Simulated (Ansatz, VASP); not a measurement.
**Cs: VASP beside Ansatz**

POSCAR

```
Cs
1.0
   -3.0897096269      3.0897096269      3.0897096269
    3.0897096269     -3.0897096269      3.0897096269
    3.0897096269      3.0897096269     -3.0897096269
Cs
1
Direct
    0.0000000000      0.0000000000      0.0000000000
```

File INCAR.step1:

```
SYSTEM = Cs
ALGO = Normal
EDIFF = 1E-4
ENCUT = 520
GGA = PE
ISMEAR = 0
LASPH = .TRUE.
LCHARG = .FALSE.
LREAL = .FALSE.
LWAVE = .TRUE.
NBANDS = 10
NELM = 100
PREC = Accurate
SIGMA = 0.05
```

INCAR.step2

```
SYSTEM = Cs
ALGO = Normal
EDIFF = 1E-7
ENCUT = 520
ISIF = 2
ISMEAR = 0
ISTART = 1
LASPH = .TRUE.
LCHARG = .FALSE.
LMIXTAU = .TRUE.
LREAL = .FALSE.
LWAVE = .FALSE.
METAGGA = R2SCAN
NBANDS = 10
NELM = 100
PREC = Accurate
SIGMA = 0.05
```

The input KPOINTS:

```
k-points
0
G
  10 10 10
  0 0 0
```

Input for Ansatz:

```yaml
crystal:
  lattice:
    - [-3.0897096269, 3.0897096269, 3.0897096269]
    - [3.0897096269, -3.0897096269, 3.0897096269]
    - [3.0897096269, 3.0897096269, -3.0897096269]
  atoms:
    - { symbol: Cs, position: [0.0, 0.0, 0.0] }
basis:
  ecutwfc: 500
  ecutrho_ratio: 4
kpoints:
  mp_grid: { grid: [10, 10, 10] }
hamiltonian:
  xc: r2scan
scf:
  occupations: { method: gaussian, width: 0.05 }
output:
  forces: true
  stress: true
  eigenvalues: true
```

Alike in both runs: task single point; functional r2SCAN; k mesh 10 × 10 × 10; occupations gaussian, width 0.05 eV; no spin polarisation.

|  | VASP | Ansatz |
| --- | --- | --- |
| version | VASP 6.6.1 | Ansatz 0.2.0 |
| potentials or method | VASP PAW PBE potentials, release 64 (Cs_sv), cutoff 520 eV | scalar-relativistic, plane waves, PAW |
| valence electrons in the cell | 9 | 9 |

```tsv
	VASP	Ansatz	Ansatz less VASP
gap on the k mesh at the Fermi level (eV)	none	none	-
pressure (GPa)	0.1	0.1	0.00
```

VASP's potentials were made for PBE, not for r2SCAN. A gap of «none» marks a metal or a gap that the smearing closes.

Neither program's run includes spin-orbit coupling.
